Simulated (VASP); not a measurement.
# Si17O32 (a cell with a defect) in VASP: further runs

The runs below take Si17O32 (a cell with a defect) through single point, with PBEsol.

Program: VASP 6.6.1. These are calculated values, not measurements. Logs are shortened: lines on timing, memory, paths and dates and some standing lists are left out, and cuts for length are marked.

### Step 1. The cell of the first run

The cell holds a defect, 49 atoms: a = 10.090 Å, b = 8.667 Å, c = 8.320 Å, α = 90.00°, β = 88.35°, γ = 90.00°.

### Step 2. Single point, PBEsol

File INCAR:

```
  ALGO = Normal
  EDIFF = 1E-6
  ENCUT = 520
  GGA = PS
  GGA_COMPAT = F
  ISIF = 2
  ISMEAR = 0
  KPAR = 2
  LASPH = T
  LCHARG = F
  LREAL = Auto
  LWAVE = F
  NBANDS = 160
  NCORE = 2
  NELM = 120
  PREC = Accurate
  SIGMA = 0.02
```

File KPOINTS:

```
k-points
0
Gamma
  2 2 2
```

File POSCAR:

```
Si17O32
1.0
  -10.0895850000      0.0000000000      0.0000000000
    0.0000000000     -8.6670390000      0.0000000000
   -0.2390190000      0.0000000000      8.3166190000
Si O
17 32
Direct
    0.4448313831      0.6341062963      0.6785107025
    0.4522140199      0.3295652644      0.8346709161
    0.4552542791      0.3131290860      0.2048467051
    0.4427197640      0.6492262236      0.3285860516
    0.2117602452      0.1723445574      0.7089311173
    0.2411277058      0.8356346383      0.8264092656
    0.2143514465      0.8219036513      0.2026694983
    0.1998112062      0.1571438642      0.3361902235
    0.9879710178      0.6904592214      0.7247350155
    0.9650612070      0.3497263598      0.8387279735
    0.9527732089      0.3212701593      0.2146010296
    0.9617300389      0.6601402163      0.3444706316
    0.7165252262      0.1852727327      0.7180175021
    0.7528939730      0.8555573593      0.8518580688
    0.7065282840      0.8142988626      0.2220736576
    0.7015571712      0.1533446428      0.3432919074
    0.6687291768      0.5909765723      0.6064000287
    0.4365053840      0.2685032339      0.0177970158
    0.4262339763      0.4961297624      0.2206563749
    0.6018341470      0.6993000724      0.3227911487
    0.3727826127      0.6129980493      0.5032827643
    0.6090331889      0.3147651695      0.7810126928
    0.6871293967      0.7524461353      0.7154935197
    0.4013176075      0.5061382555      0.8182943093
    0.6035708613      0.2813183372      0.2676711534
    0.2170100833      0.7943463737      0.0126446817
    0.1689723642      0.9939546828      0.2520676972
    0.3530466995      0.2085011963      0.3105875116
    0.1685038688      0.1422349663      0.5267150028
    0.3905313876      0.7993688502      0.7575731196
    0.3656424195      0.2257882998      0.7143604871
    0.1979745518      0.0141398925      0.8093956210
    0.3655615342      0.7957976190      0.2576147831
    0.9316344531      0.3043537706      0.0235671491
    0.9187453361      0.4939999693      0.2754627812
    0.1115241012      0.6989054739      0.2826641451
    0.9540627347      0.6674289801      0.5380866912
    0.1163943937      0.3036160331      0.7891877697
    0.1446940390      0.7234658803      0.7270685359
    0.9455322879      0.5342889307      0.8206862669
    0.1050244389      0.2848388013      0.2570423149
    0.7046208915      0.7906684163      0.0282346708
    0.6650114143      0.9898238603      0.2628820678
    0.8543884160      0.1989041471      0.3034882324
    0.6820471197      0.1373157546      0.5363825131
    0.9122955098      0.8346149129      0.8153532102
    0.8640351023      0.2583517854      0.7240696009
    0.7081640744      0.0346579726      0.8345879497
    0.8557890847      0.7851756523      0.2808198861
```

Potentials or basis: VASP PAW PBE potentials, release 64 (Si, O).

Run with:

```console
$ cat potpaw_PBE.64/Si/POTCAR potpaw_PBE.64/O/POTCAR > POTCAR
$ mpirun -np 4 vasp_std > vasp.out
```

OUTCAR:

```text
EDIFF = 1E-6
   ENCUT = 520
   GGA = PS
   ISIF = 2
   ISMEAR = 0
   LASPH = T
   LREAL = Auto
   NELM = 120
   PREC = Accurate

 ion  position               nearest neighbor table
   1  0.445  0.634  0.679-  24 1.66  21 1.66  30 1.66  17 2.35   4 2.92   6 2.94   2 2.94
   2  0.452  0.330  0.835-  18 1.62  31 1.62  24 1.62  22 1.64   1 2.94   5 3.00  13 3.08   3 3.08

   3  0.455  0.313  0.205-  28 1.61  19 1.62  18 1.62  25 1.62   8 3.08   2 3.08   4 3.09  16 3.10

   4  0.443  0.649  0.329-  33 1.61  19 1.61  21 1.63  20 1.66   1 2.92   7 2.96   3 3.09  15 3.13
[... 53 lines left out ...]
  48  0.708  0.035  0.835-  14 1.62  13 1.63
  49  0.856  0.785  0.281-  15 1.62  12 1.62

  LATTYP: Found a simple monoclinic cell.
 ALAT       =     8.3200529850
 B/A-ratio  =     1.0417047843
 C/A-ratio  =     1.2126827820
 COS(beta)  =    -0.0287280622

  Lattice vectors:

 A1 = (  -0.2390190000,   0.0000000000,   8.3166190000)
 A2 = (   0.0000000000,  -8.6670390000,   0.0000000000)
 A3 = (  10.0895850000,   0.0000000000,   0.0000000000)

Analysis of symmetry for initial positions (statically):
=====================================================================
 Subroutine PRICEL returns:
 Original cell was already a primitive cell.

 Routine SETGRP: Setting up the symmetry group for a
 simple monoclinic supercell.

 Subroutine GETGRP returns: Found  1 space group operations
 (whereof  1 operations were pure point group operations)
 out of a pool of  4 trial point group operations.

The static configuration has the point symmetry C_1 .

Analysis of symmetry for dynamics (positions and initial velocities):
=====================================================================
 Subroutine PRICEL returns:
 Original cell was already a primitive cell.

 Routine SETGRP: Setting up the symmetry group for a
 simple monoclinic supercell.

 Subroutine GETGRP returns: Found  1 space group operations
 (whereof  1 operations were pure point group operations)
 out of a pool of  4 trial point group operations.

The dynamic configuration has the point symmetry C_1 .

 Subroutine INISYM returns: Found  1 space group operations
 (whereof  1 operations are pure point group operations),
 and found     1 'primitive' translations

[... 174 lines left out ...]
   NSW    =      0    number of steps for IOM
   IBRION =     -1    ionic relax: 0-MD 1-quasi-New 2-CG
   NFREE  =      0    steps in history (QN), initial steepest desc. (CG)
   ISIF   =      2    stress and relaxation
   ISYM   =      2    0-nonsym 1-usesym 2-fastsym
   POTIM  = 0.5000    time-step for ionic-motion
   TEBEG  =    0.0;   TEEND  =   0.0 temperature during run
   PSTRESS=    0.0 pullay stress
   NELECT =     260.0000    total number of electrons
   NUPDOWN=      -1.0000    fix difference up-down
   EMIN   =  10.00;   EMAX   =-10.00  energy-range for DOS
   EFERMI =   0.00;   METHOD = LEGACY
   ISMEAR =     0;   SIGMA  =   0.02  broadening in eV -4-tet -1-fermi 0-gaus
   EFERMI_NEDOS =   21; number of points for ismear=-14 and -15
   IALGO  =     38    algorithm
   IMIX   =      4    mixing-type and parameters
     AMIX     =   0.40;   BMIX     =  1.00
     AMIX_MAG =   1.60;   BMIX_MAG =  1.00
  volume/ion in A,a.u.               =      14.84       100.16
  Fermi-wavevector in a.u.,A,eV,Ry     =   1.161901  2.195674 18.368044  1.350013
  Thomas-Fermi vector in A             =   2.298468
   LORBIT       =      0    0 simple, 1 ext, 2 COOP (PROOUT), +10 PAW based schemes
   GGA     = PS    functional components
   LHFCALC =     F    Hartree Fock is set to
   AEXX    =    0.0000 exact exchange contribution
   IVDW    =     0    specifies the selected vdW correction
   LEPSILON=     F    determine dielectric tensor
   LRPA    =     F    only Hartree local field effects (RPA)
 non-spin polarized calculation
 Gauss-broadening in eV      SIGMA  =   0.02
  energy-cutoff  :      520.00
  volume of cell :      727.26
 maximum number of plane-waves:     19628
 NGX is ok and might be reduce to    80
   NGX = 37   NGY = 33   NGZ = 31

 number of electron     260.0000028 magnetization

 Free energy of the ion-electron system (eV)
  ---------------------------------------------------
  ext. energy  EPLUGINS =         0.00000000
  ---------------------------------------------------
  free energy    TOTEN  =      -396.41465658 eV

  energy without entropy =     -396.41465658  energy(sigma->0) =     -396.41465658

 E-fermi :   2.9464     XC(G=0):  -8.4566

 val. band max:        2.8159579239   @ k =   0.0000   0.5000   0.0000
 cond. band min:       4.8637942092   @ k =   0.0000   0.0000   0.5000
 fundamental gap:      2.0478362853
 Fermi energy:         2.9464265928

 k-point     1 :       0.0000    0.0000    0.0000
  band No.  band energies     occupation
      1     -19.3990      2.00000
      2     -19.0185      2.00000
      3     -18.9920      2.00000
      4     -18.9602      2.00000
      5     -18.8596      2.00000
      6     -18.5298      2.00000
[... 1149 lines left out ...]
    141       8.3201      0.00000
    142       8.5356      0.00000
 [bands above 142 left out]

------------------------ aborting loop because EDIFF is reached ----------------------------------------

  FORCE on cell =-STRESS in cart. coord.  units (eV):
  Direction    XX          YY          ZZ          XY          YZ          ZX
  --------------------------------------------------------------------------------------
  -------------------------------------------------------------------------------------
  Total        7.4191465      6.3786902      5.6330974      2.6387547      0.0218315     -4.8825623
  in kB       16.3445763     14.0524236     12.4098628      5.8132465      0.0480953    -10.7564141
  external PRESSURE =      14.2689542 kB  Pullay stress =       0.0000000 kB

 VOLUME and BASIS-vectors are now :
 -----------------------------------------------------------------------------
  energy-cutoff  :      520.00
  volume of cell :      727.26
      direct lattice vectors                 reciprocal lattice vectors
   -10.089585000  0.000000000  0.000000000    -0.099112104  0.000000000 -0.002848474
     0.000000000 -8.667039000  0.000000000     0.000000000 -0.115379658  0.000000000
    -0.239019000  0.000000000  8.316619000     0.000000000  0.000000000  0.120241170

 POSITION                                       TOTAL-FORCE (eV/Angst)
 -----------------------------------------------------------------------------------
     -4.65034     -5.49582      5.64292        -0.035936      0.027765      0.009738
     -4.76215     -2.85635      6.94164        -0.002849      0.044606      0.004834
     -4.64229     -2.71390      1.70363        -0.013735     -0.016155     -0.037797
     -4.54540     -5.62687      2.73272         0.009079      0.024255     -0.062596
     -2.30602     -1.49372      5.89591         0.007030      0.032637      0.008690
     -2.63041     -7.24248      6.87293        -0.026666      0.035812     -0.039829
[... 41 lines left out ...]
     -7.34456     -0.30038      6.94095        -0.055260     -0.005780      0.041321
     -8.70168     -6.80515      2.33547         0.053235     -0.026496     -0.001318
 -----------------------------------------------------------------------------------
    total drift:                                0.006144      0.006855     -0.005901

  FREE ENERGIE OF THE ION-ELECTRON SYSTEM (eV)
  ---------------------------------------------------
  free  energy   TOTEN  =      -396.4146565784 eV

  energy  without entropy=     -396.4146565784  energy(sigma->0) =     -396.41465658
```

OSZICAR:

```text
N       E                     dE             d eps       ncg     rms          rms(c)
DAV:   1     0.180580195997E+04    0.18058E+04   -0.13315E+05  2600   0.148E+03
DAV:   2    -0.272579151547E+03   -0.20784E+04   -0.20296E+04  3128   0.342E+02
DAV:   3    -0.440833673548E+03   -0.16825E+03   -0.16747E+03  3016   0.105E+02
DAV:   4    -0.443921839606E+03   -0.30882E+01   -0.30789E+01  3056   0.151E+01
DAV:   5    -0.444001043121E+03   -0.79204E-01   -0.79104E-01  3016   0.225E+00    0.568E+01
DAV:   6    -0.397001989228E+03    0.46999E+02   -0.20741E+02  2936   0.342E+01    0.274E+01
DAV:   7    -0.396570682249E+03    0.43131E+00   -0.57094E+00  3160   0.562E+00    0.103E+01
DAV:   8    -0.396366974464E+03    0.20371E+00   -0.36985E-01  3056   0.201E+00    0.375E+00
DAV:   9    -0.396390427982E+03   -0.23454E-01   -0.12488E-01  2888   0.126E+00    0.672E-01
DAV:  10    -0.396404323693E+03   -0.13896E-01   -0.15088E-02  2984   0.355E-01    0.426E-01
DAV:  11    -0.396412053219E+03   -0.77295E-02   -0.61055E-03  2928   0.253E-01    0.151E-01
DAV:  12    -0.396414081342E+03   -0.20281E-02   -0.12610E-03  2968   0.127E-01    0.513E-02
DAV:  13    -0.396414553623E+03   -0.47228E-03   -0.70102E-04  3112   0.899E-02    0.434E-02
DAV:  14    -0.396414618844E+03   -0.65221E-04   -0.78111E-05  3096   0.307E-02    0.211E-02
DAV:  15    -0.396414652687E+03   -0.33842E-04   -0.38163E-05  2848   0.196E-02    0.955E-03
DAV:  16    -0.396414656227E+03   -0.35407E-05   -0.70652E-06  2728   0.106E-02    0.288E-03
DAV:  17    -0.396414656578E+03   -0.35117E-06   -0.35450E-06  2584   0.792E-03
   1 F= -.39641466E+03 E0= -.39641466E+03  d E =-.496494E-21
```

Run time: 4.8 min. Hardware: 4 MPI ranks of Intel Xeon Platinum 8559C (Emerald Rapids), shared host; peak memory 0.6 GiB.

Results:

- Free energy: -396.4147 eV
- Pressure: 1.4 GPa
- Largest force: 0.214 eV/Å
- Band gap on the k mesh: 2.05 eV

Forces on the atoms (eV/Å):
```
Si  -0.036  0.028  0.010
Si  -0.003  0.045  0.005
Si  -0.014 -0.016 -0.038
Si   0.009  0.024 -0.063
Si   0.007  0.033  0.009
Si  -0.027  0.036 -0.040
Si   0.031  0.017 -0.082
Si  -0.007 -0.015 -0.001
Si  -0.056 -0.004  0.020
Si  -0.025 -0.025 -0.010
Si   0.026 -0.012 -0.016
Si   0.032 -0.009  0.078
Si  -0.011 -0.034  0.002
Si  -0.044 -0.039  0.037
Si   0.081  0.001  0.033
Si   0.026 -0.028  0.038
Si   0.013  0.012  0.075
O   -0.011  0.081  0.000
O   -0.005 -0.006 -0.127
O    0.022 -0.023  0.013
O    0.005  0.096 -0.041
O   -0.019 -0.017  0.003
O   -0.171 -0.078 -0.047
O    0.098  0.044  0.008
O   -0.029 -0.027  0.015
O    0.036  0.079  0.055
O    0.021 -0.053 -0.079
O    0.017 -0.009  0.044
O    0.028  0.022 -0.044
O   -0.047 -0.002 -0.004
O   -0.018  0.073 -0.039
O   -0.007  0.023 -0.030
O    0.050 -0.060 -0.038
O    0.014 -0.009  0.051
O    0.040 -0.004  0.031
O    0.042 -0.016  0.057
O    0.111 -0.045 -0.007
O   -0.019  0.024  0.008
O   -0.066  0.062 -0.110
O   -0.041 -0.016  0.030
O   -0.009 -0.069 -0.014
O    0.037  0.002  0.009
O    0.056  0.018  0.003
O   -0.010  0.005  0.024
O    0.016  0.006 -0.004
O   -0.125 -0.066  0.161
O   -0.016 -0.017 -0.024
O   -0.055 -0.006  0.041
O    0.053 -0.026 -0.001
```

Caveat: the PAW data sets were made with another functional, which shifts forces and pressure a little.

### Step 3. Single point, PBEsol

File INCAR:

```
SYSTEM = Si17O32
  PREC = Accurate
  ENCUT = 520
  EDIFF = 1E-6
  ISMEAR = 0
  SIGMA = 0.02
  LREAL = Auto
  LASPH = .TRUE.
  NELM = 120
  ALGO = Normal
  ISIF = 2
  LWAVE = .FALSE.
  LCHARG = .FALSE.
  GGA = PS
  NBANDS = 160
  GGA_COMPAT = .FALSE.
  KPAR = 2
  NCORE = 2
```

File KPOINTS:

```
regular mesh
0
G
  2 2 2
  0 0 0
```

File POSCAR:

```
Si17O32
1.0
  -10.0895850000      0.0000000000      0.0000000000
    0.0000000000     -8.6670390000      0.0000000000
   -0.2390190000      0.0000000000      8.3166190000
Si O
17 32
Direct
    0.4457774267      0.6235716719      0.6790705454
    0.4513279887      0.3163097570      0.8330002853
    0.4520660457      0.3243345276      0.2026918631
    0.4387693006      0.6558937833      0.3228523514
    0.2160506665      0.1538563516      0.7051800738
    0.2414409879      0.8216741612      0.8279995753
    0.2080458827      0.8319901410      0.1984544440
    0.1997243446      0.1622829896      0.3347610369
    0.9920982448      0.6849329973      0.7274000408
    0.9741546299      0.3430226863      0.8396615259
    0.9527075209      0.3328999673      0.2186331970
    0.9537874783      0.6724683020      0.3504832913
    0.7201905350      0.1837109536      0.7182917722
    0.7626422146      0.8517831753      0.8557334417
    0.7008048304      0.8268973983      0.2251833347
    0.6968020207      0.1653955867      0.3433400039
    0.6715806931      0.5835850052      0.6134638367
    0.4350260189      0.2644906755      0.0196177076
    0.4241540696      0.5089297510      0.2038936736
    0.5951785522      0.7117578449      0.3203779084
    0.3801553603      0.6064128706      0.4991284319
    0.6102306428      0.3083770593      0.7865695182
    0.7028814028      0.7411113530      0.7210570786
    0.3931424685      0.4881915265      0.8057461812
    0.5987178200      0.2962033516      0.2729936288
    0.2094890913      0.7772247246      0.0135428832
    0.1742338431      1.0136282991      0.2212829516
    0.3492627517      0.2277390237      0.3156685427
    0.1766018703      0.1157332972      0.5220941346
    0.3925561719      0.7859901173      0.7652158888
    0.3712670634      0.2025538364      0.7152921157
    0.1985517547      0.0002163369      0.8120701453
    0.3562559128      0.8035562088      0.2626514453
    0.9473345309      0.3013867827      0.0271264080
    0.9179077380      0.5102761162      0.2648318986
    0.1014405558      0.7267764689      0.2965408178
    0.9454637123      0.6642049263      0.5444860466
    0.1213719341      0.2890793499      0.7798273553
    0.1496655965      0.7143570024      0.7168268740
    0.9572863413      0.5277865947      0.8246168305
    0.0992854265      0.2977077869      0.2834638692
    0.7079802020      0.7959622658      0.0324809878
    0.6584802595      1.0042541634      0.2575086102
    0.8484282413      0.2147758883      0.3033279509
    0.6822957774      0.1413730802      0.5361613896
    0.9230990573      0.8283458745      0.8285475143
    0.8666625345      0.2584309359      0.7279533907
    0.7173148569      0.0290952885      0.8287992993
    0.8458734704      0.7996935286      0.2974396206
```

Potentials or basis: VASP PAW PBE potentials, release 64 (Si, O).

Run with:

```console
$ cat potpaw_PBE.64/Si/POTCAR potpaw_PBE.64/O/POTCAR > POTCAR
$ mpirun -np 4 vasp_std > vasp.out
```

Wall time 10 min (4 MPI ranks of Oxide Virtual Turin-like, shared host); peak memory 0.59 GiB.

Results (log left out):

| Quantity | Value |
| --- | --- |
| Free energy | -396.5922 eV |
| Pressure | 1.1 GPa |
| Largest force | 0.066 eV/Å |
| Band gap on the k mesh | 1.97 eV |

Forces in eV/Å, atoms in the order of the input:
```
Si  -0.056 -0.010  0.001
Si  -0.013  0.014  0.009
Si  -0.001  0.000 -0.013
Si  -0.027 -0.016 -0.016
Si   0.016 -0.006 -0.003
Si  -0.019 -0.005  0.016
Si   0.009  0.013 -0.007
Si   0.000  0.000  0.009
Si   0.020 -0.002  0.008
Si  -0.009  0.004  0.000
Si   0.007  0.013 -0.012
Si  -0.009  0.007  0.012
Si   0.009 -0.002  0.001
Si   0.049 -0.026  0.035
Si   0.021  0.005  0.004
Si   0.004  0.010  0.009
Si   0.023  0.027 -0.026
O    0.002  0.004  0.005
O   -0.001  0.010 -0.020
O   -0.001  0.015  0.012
O    0.035  0.018  0.024
O   -0.011 -0.007  0.002
O    0.016  0.030 -0.046
O    0.027 -0.019  0.014
O   -0.011 -0.014  0.002
O   -0.003  0.007 -0.001
O    0.009 -0.005 -0.015
O   -0.004  0.008  0.012
O    0.009  0.007  0.002
O   -0.030 -0.019  0.003
O   -0.014  0.013 -0.017
O    0.009  0.002  0.010
O   -0.006 -0.028  0.004
O    0.000 -0.010  0.013
O    0.014 -0.002  0.011
O    0.005 -0.004  0.007
O    0.004  0.000 -0.008
O   -0.006 -0.002 -0.003
O   -0.022  0.021 -0.021
O    0.008  0.002 -0.008
O   -0.005 -0.016 -0.003
O    0.000  0.008 -0.002
O    0.010 -0.009 -0.007
O   -0.002  0.000  0.006
O   -0.001  0.000 -0.012
O   -0.045 -0.019  0.006
O   -0.002 -0.003  0.000
O    0.002 -0.005  0.007
O   -0.011 -0.010 -0.002
```

Stress tensor (GPa, compression positive):
```
 1.99  0.77 -0.58
 0.77  0.85  0.48
-0.58  0.48  0.34
```

Levels at points of the mesh, in eV from the valence-band top:
| k point | band 126 | band 127 | band 128 | band 129 | band 130 | band 131 | band 132 | band 133 | band 134 | band 135 |
| --- | --- | --- | --- | --- | --- | --- | --- | --- | --- | --- |
| (0.00, 0.00, 0.00) | -3.09 | -3.00 | -2.90 | -2.86 | -0.01 | 1.99 | 2.88 | 3.58 | 4.69 | 4.84 |
| (0.50, 0.00, 0.00) | -3.10 | -3.03 | -2.97 | -2.77 | -0.03 | 2.00 | 3.32 | 3.55 | 3.77 | 5.09 |
| (0.00, 0.50, 0.00) | -3.03 | -2.99 | -2.86 | -2.81 | 0.00 | 1.99 | 3.23 | 3.69 | 4.15 | 4.81 |
| (0.50, 0.50, 0.00) | -3.04 | -2.99 | -2.91 | -2.74 | -0.02 | 2.01 | 3.35 | 4.01 | 4.22 | 4.30 |
| (0.00, 0.00, 0.50) | -3.16 | -3.07 | -3.02 | -2.84 | -0.01 | 1.97 | 3.42 | 3.76 | 4.10 | 4.99 |
| (0.50, 0.00, 0.50) | -3.15 | -3.08 | -3.04 | -2.84 | -0.02 | 1.99 | 3.51 | 4.11 | 4.28 | 4.30 |
| (0.00, 0.50, 0.50) | -3.17 | -3.13 | -2.97 | -2.79 | 0.00 | 2.02 | 3.42 | 4.22 | 4.41 | 4.44 |
| (0.50, 0.50, 0.50) | -3.18 | -3.14 | -2.97 | -2.81 | -0.01 | 2.04 | 3.45 | 4.48 | 4.53 | 4.61 |

Caveat: the PAW data sets were made with another functional, which shifts forces and pressure a little.
